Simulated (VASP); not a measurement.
# CrW2 (P6/mmm) in VASP: relaxation of cell and atoms with PBE

Aim: the relaxation of cell and atoms of CrW2 with PBE.

Everything below comes from runs of VASP 6.6.1. Logs are shortened: lines on timing, memory, paths and dates and some standing lists are left out, and cuts for length are marked.

## (1) The cell of the first run

The structure is hexagonal, space group P6/mmm (No. 191). The conventional cell has a = 3.527 Å, b = 3.527 Å, c = 3.808 Å, α = 90.00°, β = 90.00°, γ = 120.00°. Cr (site symmetry 6/mmm) has 12 W at 2.79 Å and 8 Cr at 3.53 to 3.81 Å within 3.9 Å. Within 2.8 Å of W (site symmetry -6m2) lie 3 W at 2.04 Å and 6 Cr at 2.79 Å.

## (2) Relaxation of cell and atoms, PBE, collinear spin, ferromagnetic start

INCAR

```
SYSTEM = CrW2
PREC = Accurate
ENCUT = 600
EDIFF = 1E-6
ISMEAR = 0
SIGMA = 0.1
LREAL = .FALSE.
LASPH = .TRUE.
NELM = 150
ALGO = Fast
ISIF = 3
LWAVE = .FALSE.
LCHARG = .FALSE.
ISPIN = 2
MAGMOM = 2.71 0 0
LORBIT = 11
LMAXMIX = 4
GGA = PE
IBRION = 2
NSW = 90
EDIFFG = -0.04
```

KPOINTS

```
Automatic mesh
0
G
  6 6 4
  0 0 0
```

POSCAR

```
CrW2
1.0
    3.5269284227      0.0000000000      0.0000000000
   -1.7634642113      3.0544096114      0.0000000000
    0.0000000000      0.0000000000      3.8081453069
Cr W
1 2
Direct
    0.0000000000      0.0000000000      0.0000000000
    0.3333333333      0.6666666667      0.5000000000
    0.6666666667      0.3333333333      0.5000000000
```

Potentials or basis: VASP PAW PBE potentials, release 64 (Cr_pv, W_sv).

Command:

```bash
> cat potpaw_PBE.64/Cr_pv/POTCAR potpaw_PBE.64/W_sv/POTCAR > POTCAR
> mpirun -np 1 vasp_std > vasp.out
```

OUTCAR:

```text
SYSTEM = CrW2
   PREC = Accurate
   ENCUT = 600
   EDIFF = 1E-6
   ISMEAR = 0
   LREAL = .FALSE.
   LASPH = .TRUE.
   NELM = 150
   ISIF = 3
   ISPIN = 2
   LORBIT = 11
   GGA = PE
   IBRION = 2
   NSW = 90
   EDIFFG = -0.04

 ion  position               nearest neighbor table
   1  0.000  0.000  0.000-   2 2.79   3 2.79   2 2.79   3 2.79   2 2.79   2 2.79   3 2.79   3 2.79
                             3 2.79   3 2.79   2 2.79   2 2.79
   2  0.333  0.667  0.500-   3 2.04   3 2.04   3 2.04   1 2.79   1 2.79   1 2.79   1 2.79   1 2.79
                             1 2.79
   3  0.667  0.333  0.500-   2 2.04   2 2.04   2 2.04   1 2.79   1 2.79   1 2.79   1 2.79   1 2.79
                             1 2.79

  LATTYP: Found a hexagonal cell.
 ALAT       =     3.5269284227
 C/A-ratio  =     1.0797342193

  Lattice vectors:

 A1 = (   3.5269284227,   0.0000000000,   0.0000000000)
 A2 = (  -1.7634642113,   3.0544096114,   0.0000000000)
 A3 = (   0.0000000000,   0.0000000000,   3.8081453069)

Analysis of symmetry for initial positions (statically):
=====================================================================
 Subroutine PRICEL returns:
 Original cell was already a primitive cell.

 Routine SETGRP: Setting up the symmetry group for a
 hexagonal supercell.

 Subroutine GETGRP returns: Found 24 space group operations
 (whereof 24 operations were pure point group operations)
 out of a pool of 24 trial point group operations.

The static configuration has the point symmetry D_6h.

Analysis of symmetry for dynamics (positions and initial velocities):
=====================================================================
 Subroutine PRICEL returns:
 Original cell was already a primitive cell.

 Routine SETGRP: Setting up the symmetry group for a
 hexagonal supercell.

 Subroutine GETGRP returns: Found 24 space group operations
 (whereof 24 operations were pure point group operations)
 out of a pool of 24 trial point group operations.

The dynamic configuration has the point symmetry D_6h.

Analysis of structural, dynamic, and magnetic symmetry:
=====================================================================
 Subroutine PRICEL returns:
 Original cell was already a primitive cell.

 Routine SETGRP: Setting up the symmetry group for a
 hexagonal supercell.

 Subroutine GETGRP returns: Found 24 space group operations
 (whereof 24 operations were pure point group operations)
 out of a pool of 24 trial point group operations.

The overall configuration has the point symmetry D_6h.

 Subroutine INISYM returns: Found 24 space group operations
 (whereof 24 operations are pure point group operations),
 and found     1 'primitive' translations

----------------------------------------------------------------------------------------

                                     Primitive cell

  volume of cell :      41.0239

  direct lattice vectors                    reciprocal lattice vectors
     3.526928423  0.000000000  0.000000000     0.283532831  0.163697756  0.000000000
    -1.763464211  3.054409611  0.000000000     0.000000000  0.327395512  0.000000000
     0.000000000  0.000000000  3.808145307     0.000000000  0.000000000  0.262595022

  length of vectors
     3.526928423  3.526928423  3.808145307     0.327395512  0.327395512  0.262595022

  position of ions in fractional coordinates (direct lattice)
     0.000000000  0.000000000  0.000000000
     0.333333333  0.666666667  0.500000000
     0.666666667  0.333333333  0.500000000

  ion indices of the primitive-cell ions
   primitive index   ion index
                 1           1
                 2           2
                 3           3

[... 51 lines left out ...]
   total plane-waves  NPLWV =  23520
   dimension x,y,z NGX =    28 NGY =   28 NGZ =   30
   dimension x,y,z NGXF=    56 NGYF=   56 NGZF=   60
   ions per type =               1   2
   NGX,Y,Z   is equivalent  to a cutoff of  13.20, 13.20, 13.10 a.u.
   NGXF,Y,Z  is equivalent  to a cutoff of  26.40, 26.40, 26.19 a.u.
 SYSTEM =  CrW2
   PREC   = accura    normal or accurate (medium, high low for compatibility)
   ISTART =      0    job   : 0-new  1-cont  2-samecut
   ICHARG =      2    charge: 1-file 2-atom 10-const
   ISPIN  =      2    spin polarized calculation?
   LNONCOLLINEAR =      F non collinear calculations
   LSORBIT =      F    spin-orbit coupling
   LASPH  =      T    aspherical Exc in radial PAW
   ENCUT  =  600.0 eV  44.10 Ry    6.64 a.u.   7.04  7.04  7.61*2*pi/ulx,y,z
   NELM   =    150;   NELMIN=  2; NELMDL= -5     # of ELM steps
   EDIFF  = 0.1E-05   stopping-criterion for ELM
   LREAL  =      F    real-space projection
   EDIFFG = -.4E-01   stopping-criterion for IOM
   NSW    =     90    number of steps for IOM
   IBRION =      2    ionic relax: 0-MD 1-quasi-New 2-CG
   NFREE  =      1    steps in history (QN), initial steepest desc. (CG)
   ISIF   =      3    stress and relaxation
   ISYM   =      2    0-nonsym 1-usesym 2-fastsym
   POTIM  = 0.5000    time-step for ionic-motion
   TEBEG  =    0.0;   TEEND  =   0.0 temperature during run
   PSTRESS=    0.0 pullay stress
   NELECT =      40.0000    total number of electrons
   NUPDOWN=      -1.0000    fix difference up-down
   EMIN   =  10.00;   EMAX   =-10.00  energy-range for DOS
   EFERMI =   0.00;   METHOD = LEGACY
   ISMEAR =     0;   SIGMA  =   0.10  broadening in eV -4-tet -1-fermi 0-gaus
   EFERMI_NEDOS =   21; number of points for ismear=-14 and -15
   IALGO  =     68    algorithm
   IMIX   =      4    mixing-type and parameters
     AMIX     =   0.40;   BMIX     =  1.00
     AMIX_MAG =   1.60;   BMIX_MAG =  1.00
  volume/ion in A,a.u.               =      13.67        92.28
  Fermi-wavevector in a.u.,A,eV,Ry     =   1.623363  3.067712 35.855541  2.635308
  Thomas-Fermi vector in A             =   2.716825
   LORBIT       =     11    0 simple, 1 ext, 2 COOP (PROOUT), +10 PAW based schemes
   GGA     = PE    functional components
   LHFCALC =     F    Hartree Fock is set to
   AEXX    =    0.0000 exact exchange contribution
   IVDW    =     0    specifies the selected vdW correction
   LEPSILON=     F    determine dielectric tensor
   LRPA    =     F    only Hartree local field effects (RPA)
 conjugate gradient relaxation of ions
 spin polarized calculation
 RMM-DIIS sequential band-by-band and
 Gauss-broadening in eV      SIGMA  =   0.10
  energy-cutoff  :      600.00
  volume of cell :       41.02
 maximum number of plane-waves:      1383
   NGX = 15   NGY = 15   NGZ = 15

--------------------------------------- Ionic step        1  -------------------------------------------

 number of electron      40.0000003 magnetization      -0.0122274

 number of electron      40.0000003 magnetization       0.0461172

 Free energy of the ion-electron system (eV)
  ---------------------------------------------------
  ext. energy  EPLUGINS =         0.00000000
  ---------------------------------------------------
  free energy    TOTEN  =       -23.04801486 eV

  energy without entropy =      -23.03229490  energy(sigma->0) =      -23.04015488

------------------------ aborting loop because EDIFF is reached ----------------------------------------

  FORCE on cell =-STRESS in cart. coord.  units (eV):
  Direction    XX          YY          ZZ          XY          YZ          ZX
  --------------------------------------------------------------------------------------
  -------------------------------------------------------------------------------------
  Total       47.7469972     47.7469972      3.1187712      0.0000000     -0.0000000      0.0000000
  in kB     1864.7439693   1864.7439694    121.8026309      0.0000000     -0.0000000      0.0000000
  external PRESSURE =    1283.7635232 kB  Pullay stress =       0.0000000 kB
[... 1215 lines left out ...]
     24       2.2082      0.00000
     25       2.2095      0.00000

------------------------ aborting loop EDIFF was not reached (unconverged)  ----------------------------

  FORCE on cell =-STRESS in cart. coord.  units (eV):
  Direction    XX          YY          ZZ          XY          YZ          ZX
  --------------------------------------------------------------------------------------
  -------------------------------------------------------------------------------------
  Total      -28.8826531    -28.8826531    -15.7140414     -0.0000000     -0.0000000      0.0000000
  in kB     -343.7040915   -343.7040915   -186.9973761     -0.0000000     -0.0000000      0.0000000
  external PRESSURE =    -291.4685197 kB  Pullay stress =       0.0000000 kB
[... 26 lines left out ...]
 number of electron      40.0000018 magnetization      -0.0770893

 number of electron      40.0000017 magnetization       0.0490786

------------------------ aborting loop EDIFF was not reached (unconverged)  ----------------------------

  FORCE on cell =-STRESS in cart. coord.  units (eV):
  Direction    XX          YY          ZZ          XY          YZ          ZX
  --------------------------------------------------------------------------------------
  -------------------------------------------------------------------------------------
  Total      -11.0009627    -11.0009627    -13.1049068     -0.0000000      0.0000000      0.0000000
  in kB     -260.3066708   -260.3066708   -310.0905572     -0.0000000      0.0000000      0.0000000
  external PRESSURE =    -276.9012996 kB  Pullay stress =       0.0000000 kB
[... 1209 lines left out ...]
     24      13.2916      0.00000
     25      13.3037      0.00000

[... ionic steps 4 to 12 ...]

--------------------------------------- Ionic step       13  -------------------------------------------

 number of electron      40.0000024 magnetization       0.0027579

 number of electron      40.0000024 magnetization      -0.0002524
[... 71 lines left out ...]
--------------------------------------- Ionic step       15  -------------------------------------------

 number of electron      40.0000030 magnetization       0.0191771

 Free energy of the ion-electron system (eV)
  ---------------------------------------------------
  ext. energy  EPLUGINS =         0.00000000
  ---------------------------------------------------
  free energy    TOTEN  =       -32.95673388 eV

  energy without entropy =      -32.91598305  energy(sigma->0) =      -32.93635846

 E-fermi :  10.0562     XC(G=0): -13.2075

 val. band max:       10.0498533782   @ k =   0.5000   0.0000   0.2500
 cond. band min:      10.0586689183   @ k =   0.5000   0.0000   0.2500
 fundamental gap:      0.0088155400
 Fermi energy:        10.0562450831
[... 1209 lines left out ...]
  FREE ENERGIE OF THE ION-ELECTRON SYSTEM (eV)
  ---------------------------------------------------
  free  energy   TOTEN  =       -32.9567338767 eV

  energy  without entropy=      -32.9159830511  energy(sigma->0) =      -32.93635846

 reached required accuracy - stopping structural energy minimisation

 total charge

# of ion       s       p       d       tot
------------------------------------------
    1        0.345   6.303   4.068  10.716
    2        2.428   6.297   3.424  12.150
    3        2.428   6.297   3.424  12.150
--------------------------------------------------
tot          5.202  18.898  10.916  35.015

 magnetization (x)

# of ion       s       p       d       tot
------------------------------------------
    1        0.000   0.000   0.013   0.014
    2       -0.000   0.001   0.003   0.004
    3       -0.000   0.001   0.003   0.004
--------------------------------------------------
tot          0.000   0.001   0.020   0.021
```

Wall time 49 min (1 thread of Intel Xeon Platinum 8375C at 2.90GHz (Ice Lake), shared host); peak memory 0.23 GiB.

What came out:

```
Free energy                                           : -32.9567 eV
Relaxed volume                                        : 15.47 Å³/atom
Relaxed cell                                          : a = 4.530 Å, b = 4.530 Å, c = 2.612 Å, α = 90.00°, β = 90.00°, γ = 120.00°
Space group after relaxing (to 0.1 Å)                 : P6/mmm (No. 191)
Pressure after relaxing                               : 0.1 GPa
Band gap on the k mesh                                : zero (filled and empty bands overlap)
Net moment                                            : 0.02 μB per cell
Valence electrons inside the program's atomic spheres : Cr 10.72; W 12.15
```

Final structure:
```
Cr W
1.0
     4.52955    0.00000    0.00000
    -2.26477    3.92270    0.00000
     0.00000    0.00000    2.61201
Cr W
1 2
Direct
  0.00000 0.00000 0.00000
  0.33333 0.66667 0.50000
  0.66667 0.33333 0.50000
```

Caveat: the k points lie up to 0.60 Å⁻¹ apart in the final cell, too coarse for converged energies and pressures of a metal; a cell axis changed by over 15 % at a fixed basis, so the end point is rough; spin-orbit coupling is left out, which moves the levels of the heavy elements.
